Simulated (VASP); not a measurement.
# MgO (Periclase) (Fm-3m) in VASP: further runs, part 2 of 2

VASP 6.6.1. The steps go on from the part before.

## (3) Single point, PBE

INCAR reads:

```
SYSTEM = MgO
PREC     = Accurate       ! precision mode
ENCUT    = 520            ! plane-wave cutoff, eV
EDIFF    = 1E-6           ! SCF threshold, eV
ISMEAR   = 0              ! smearing method
SIGMA    = 0.01           ! smearing width, eV
LREAL    = .FALSE.        ! projectors in reciprocal space
LASPH    = .TRUE.         ! aspherical terms in the spheres
NELM     = 100            ! most SCF steps
ALGO     = Normal         ! electronic algorithm
ISIF     = 2              ! what is computed and relaxed
LWAVE    = .FALSE.        ! write WAVECAR
LCHARG   = .FALSE.        ! write CHGCAR
GGA      = PE             ! functional
NBANDS   = 11             ! bands
```

KPOINTS reads:

```
Automatic mesh
0
G
  10 10 10
  0 0 0
```

POSCAR reads:

```
MgO
1.0
    0.0000000000      2.1268779574      2.1268779574
    2.1268779574      0.0000000000      2.1268779574
    2.1268779574      2.1268779574      0.0000000000
Mg O
1 1
Direct
    0.0000000000      0.0000000000      0.0000000000
    0.5000000000      0.5000000000      0.5000000000
```

Potentials or basis: VASP PAW PBE potentials, release 64 (Mg, O).

On the command line:

```bash
cat potpaw_PBE.64/Mg/POTCAR potpaw_PBE.64/O/POTCAR > POTCAR
mpirun -np 1 vasp_std > vasp.out
```

It took 3.5 s on 1 thread of Intel Xeon 6975P-C (Granite Rapids), shared host; peak memory 0.14 GiB.

It converged, with:

```yaml
Free_energy: -11.9117 eV
Pressure: -0.7 GPa
Band_gap_on_the_k_mesh: 4.44 eV, direct
```

Levels at points of the mesh, in eV from the valence-band top:
```csv
k point,band 2,band 3,band 4,band 5,band 6,band 7
"(0.00, 0.00, 0.00)",0.00,0.00,0.00,4.44,15.63,15.63
"(0.50, 0.00, 0.00)",-4.49,-0.62,-0.62,7.71,12.27,16.01
"(0.50, 0.50, 0.00)",-3.96,-1.31,-1.31,9.08,9.65,12.79
```

Expect the measured gap to be larger: semilocal functionals such as PBE lack the derivative discontinuity.

## (4) Relaxation of cell and atoms, PBE

This run uses another cell than the first one, of 9.37 Å³/atom, 0.974 times its volume.

INCAR reads:

```
ALGO     = Normal         # electronic algorithm
EDIFF    = 1E-6           # SCF threshold, eV
EDIFFG   = -0.005         # ionic threshold
ENCUT    = 600            # plane-wave cutoff, eV
GGA      = PE             # functional
IBRION   = 2              # ionic algorithm
ISIF     = 3              # what is computed and relaxed
ISMEAR   = 0              # smearing method
LASPH    = True           # aspherical terms in the spheres
LCHARG   = False          # write CHGCAR
LREAL    = False          # projectors in reciprocal space
LWAVE    = False          # write WAVECAR
NELM     = 80             # most SCF steps
NSW      = 100            # ionic steps
PREC     = Accurate       # precision mode
SIGMA    = 0.02           # smearing width, eV
```

KPOINTS reads:

```
k-points
0
Gamma
  10 10 10
```

POSCAR reads:

```
MgO
1.0
    0.0000000000      2.1085000000      2.1085000000
    2.1085000000      0.0000000000      2.1085000000
    2.1085000000      2.1085000000      0.0000000000
Mg O
1 1
Direct
    0.0000000000      0.0000000000      0.0000000000
    0.5000000000      0.5000000000      0.5000000000
```

On the command line:

```bash
cat potpaw_PBE.64/Mg/POTCAR potpaw_PBE.64/O/POTCAR > POTCAR
mpirun -np 1 vasp_std > vasp.out
```

Run time: 5.8 s. Hardware: 1 thread of Intel Xeon 6975P-C (Granite Rapids), shared host; peak memory 0.14 GiB.

It converged, with:

```
Free energy                            : -11.9141 eV
Relaxed volume                         : 9.56 Å³/atom
Relaxed cell                           : a = 3.002 Å, b = 3.002 Å, c = 3.002 Å, α = 60.00°, β = 60.00°, γ = 60.00°
Space group after relaxing (to 0.05 Å) : Fm-3m (No. 225)
Energy gained by relaxing              : 1.8 meV/atom
Ionic steps                            : 3
Pressure after relaxing                : 0.0 GPa
Band gap on the k mesh                 : 4.50 eV, direct
```

The path:
| step | energy change (eV) | largest force (eV/Å) | pressure (GPa) | volume (Å³) |
| --- | --- | --- | --- | --- |
| 1 | 0.0000 | 0.0000 | 3.09 | 18.75 |
| 2 | -0.0032 | 0.0000 | -0.93 | 19.24 |
| 3 | -0.0036 | 0.0000 | -0.01 | 19.12 |

Final structure:
```yaml
crystal:
  lattice:
    - [0.00000, 2.12247, 2.12247]
    - [2.12247, 0.00000, 2.12247]
    - [2.12247, 2.12247, 0.00000]
  atoms:
    - { symbol: Mg, position: [0.00000, 0.00000, 0.00000] }
    - { symbol: O, position: [0.50000, 0.50000, 0.50000] }
```

Levels at points of the mesh, in eV from the valence-band top:
```csv
k point,band 2,band 3,band 4,band 5,band 6,band 7
"(0.00, 0.00, 0.00)",0.00,0.00,0.00,4.50,15.67,15.67
"(0.50, 0.00, 0.00)",-4.51,-0.63,-0.63,7.75,12.34,16.07
"(0.50, 0.50, 0.00)",-3.99,-1.32,-1.32,9.09,9.72,12.85
```

## (5) Relaxation of cell and atoms, PBE

INCAR reads:

```
SYSTEM = MgO
ALGO = Normal ; EDIFF = 1E-6
EDIFFG = -0.001 ; ENCUT = 600
GGA = PE ; IBRION = 2
ISIF = 3 ; ISMEAR = 0
LASPH = .TRUE. ; LCHARG = .FALSE.
LREAL = .FALSE. ; LWAVE = .FALSE.
NELM = 100 ; NSW = 80
PREC = Accurate ; SIGMA = 0.01
```

KPOINTS reads:

```
k-points
0
G
  10 10 10
  0 0 0
```

POSCAR reads:

```
MgO
1.0
    0.0000000000      2.1268522620      2.1268522620
    2.1268522620      0.0000000000      2.1268522620
    2.1268522620      2.1268522620      0.0000000000
Mg O
1 1
Direct
    0.0000000000      0.0000000000      0.0000000000
    0.5000000000      0.5000000000      0.5000000000
```

On the command line:

```bash
cat potpaw_PBE.64/Mg/POTCAR potpaw_PBE.64/O/POTCAR > POTCAR
mpirun -np 1 vasp_std > vasp.out
```

It took 5.9 s on 1 thread of Intel Xeon 6975P-C (Granite Rapids), shared host; peak memory 0.14 GiB.

Results (log left out):

```yaml
Free_energy: -11.9152 eV
Relaxed_volume: 9.56 Å³/atom
Relaxed_cell: a = 3.001 Å, b = 3.001 Å, c = 3.001 Å, α = 60.00°, β = 60.00°, γ = 60.00°
Space_group_after_relaxing_to_0.05_Å: Fm-3m (No. 225)
Energy_gained_by_relaxing: 0.2 meV/atom
Ionic_steps: 3
Pressure_after_relaxing: 0.0 GPa
Band_gap_on_the_k_mesh: 4.51 eV, direct
```

Step by step:
```csv
step,energy change (eV),largest force (eV/Å),pressure (GPa),volume (Å³)
1,0.0000,0.0000,-1.00,19.24
2,-0.0003,0.0000,0.34,19.08
3,-0.0004,0.0000,-0.01,19.12
```

Final structure:
```
Mg O
1.0
     0.00000    2.12235    2.12235
     2.12235    0.00000    2.12235
     2.12235    2.12235    0.00000
Mg O
1 1
Direct
  0.00000 0.00000 0.00000
  0.50000 0.50000 0.50000
```

Levels at points of the mesh, in eV from the valence-band top:
| k point | band 1 | band 2 | band 3 | band 4 | band 5 | band 6 | band 7 | band 8 |
| --- | --- | --- | --- | --- | --- | --- | --- | --- |
| (0.00, 0.00, 0.00) | -17.15 | 0.00 | 0.00 | 0.00 | 4.51 | 15.67 | 15.67 | 15.67 |
| (0.50, 0.00, 0.00) | -15.92 | -4.52 | -0.63 | -0.63 | 7.75 | 12.34 | 16.08 | 16.08 |
| (0.50, 0.50, 0.00) | -15.67 | -3.99 | -1.32 | -1.32 | 9.09 | 9.72 | 12.85 | 18.62 |

A hybrid or GW would open this gap; PBE tends to underestimate it.

## (6) Relaxation of cell and atoms, PBE

This run uses another cell than the first one, of 9.37 Å³/atom, 0.974 times its volume.

INCAR reads:

```
ALGO     = Normal         # electronic algorithm
EDIFF    = 1E-6           # SCF threshold, eV
EDIFFG   = -0.005         # ionic threshold
ENCUT    = 600            # plane-wave cutoff, eV
GGA      = PE             # functional
IBRION   = 2              # ionic algorithm
ISIF     = 3              # what is computed and relaxed
ISMEAR   = 0              # smearing method
LASPH    = True           # aspherical terms in the spheres
LCHARG   = False          # write CHGCAR
LREAL    = False          # projectors in reciprocal space
LWAVE    = False          # write WAVECAR
NELM     = 80             # most SCF steps
NSW      = 100            # ionic steps
PREC     = Accurate       # precision mode
SIGMA    = 0.02           # smearing width, eV
```

KPOINTS reads:

```
k-points
0
Gamma
  10 10 10
```

POSCAR reads:

```
MgO
1.0
    0.0000000000      2.1085000000      2.1085000000
    2.1085000000      0.0000000000      2.1085000000
    2.1085000000      2.1085000000      0.0000000000
Mg O
1 1
Direct
    0.0000000000      0.0000000000      0.0000000000
    0.5000000000      0.5000000000      0.5000000000
```

Potentials or basis: VASP PAW PBE potentials, release 64 (Mg, O).

On the command line:

```bash
cat potpaw_PBE.64/Mg/POTCAR potpaw_PBE.64/O/POTCAR > POTCAR
mpirun -np 1 vasp_std > vasp.out
```

It took 7.9 s on 1 thread of Intel Xeon Platinum 8488C (Sapphire Rapids), shared host; peak memory 0.14 GiB.

It converged, with:

```yaml
Free_energy: -11.9141 eV
Relaxed_volume: 9.56 Å³/atom
Relaxed_cell: a = 3.002 Å, b = 3.002 Å, c = 3.002 Å, α = 60.00°, β = 60.00°, γ = 60.00°
Space_group_after_relaxing_to_0.05_Å: Fm-3m (No. 225)
Energy_gained_by_relaxing: 1.8 meV/atom
Ionic_steps: 3
Pressure_after_relaxing: 0.0 GPa
Band_gap_on_the_k_mesh: 4.50 eV, direct
```

The path:
| step | energy change (eV) | largest force (eV/Å) | pressure (GPa) | volume (Å³) |
| --- | --- | --- | --- | --- |
| 1 | 0.0000 | 0.0000 | 3.09 | 18.75 |
| 2 | -0.0032 | 0.0000 | -0.93 | 19.24 |
| 3 | -0.0036 | 0.0000 | -0.01 | 19.12 |

Final structure:
```yaml
crystal:
  lattice:
    - [0.00000, 2.12247, 2.12247]
    - [2.12247, 0.00000, 2.12247]
    - [2.12247, 2.12247, 0.00000]
  atoms:
    - { symbol: Mg, position: [0.00000, 0.00000, 0.00000] }
    - { symbol: O, position: [0.50000, 0.50000, 0.50000] }
```

Levels at points of the mesh, in eV from the valence-band top:
```tsv
k point	band 2	band 3	band 4	band 5	band 6	band 7
(0.00, 0.00, 0.00)	0.00	0.00	0.00	4.50	15.67	15.67
(0.50, 0.00, 0.00)	-4.51	-0.63	-0.63	7.75	12.34	16.07
(0.50, 0.50, 0.00)	-3.99	-1.32	-1.32	9.09	9.72	12.85
```

PBE usually gives volumes a little too large and moduli too small. Zero-point motion and thermal expansion aren't in these numbers.

## (7) The runs side by side

| task | cell | cutoff (eV) | smearing | gap on the mesh (eV) | pressure (GPa) | relaxed volume (Å³/atom) |
| --- | --- | --- | --- | --- | --- | --- |
| single point | a = 3.008 Å, angles 60.0°, 2 atoms | 520 | gaussian 0.02 eV | 4.44 | -0.7 | - |
| single point | a = 3.008 Å, angles 60.0°, 2 atoms | 520 | gaussian 0.01 eV | 4.44 | -0.7 | - |
| relaxation of cell and atoms | relaxed from a = 2.982 Å, angles 60.0°, 2 atoms | 600 | gaussian 0.02 eV | 4.50 | 0.0 | 9.56 |
| relaxation of cell and atoms | relaxed from a = 3.008 Å, angles 60.0°, 2 atoms | 600 | gaussian 0.01 eV | 4.51 | 0.0 | 9.56 |

Alike in all rows: level PBE; potentials or basis VASP PAW PBE potentials, release 64 (Mg, O); no spin polarisation; k mesh 10 × 10 × 10.

Total energies depend on the potentials used, so only differences within one code and one set of settings carry meaning.

## (8) Comparison with measurements

Step 2. A measured gap of MgO is 7.83 eV (quoted in “Electronic structure of alkaline earth and post-transition metal oxides”, 2009, arxiv:0908.1581); the calculated 4.44 eV misses it by -3.39 eV. The value is that of PBE, without temperature or zero-point motion. Semilocal functionals fall short of measured gaps as a rule.
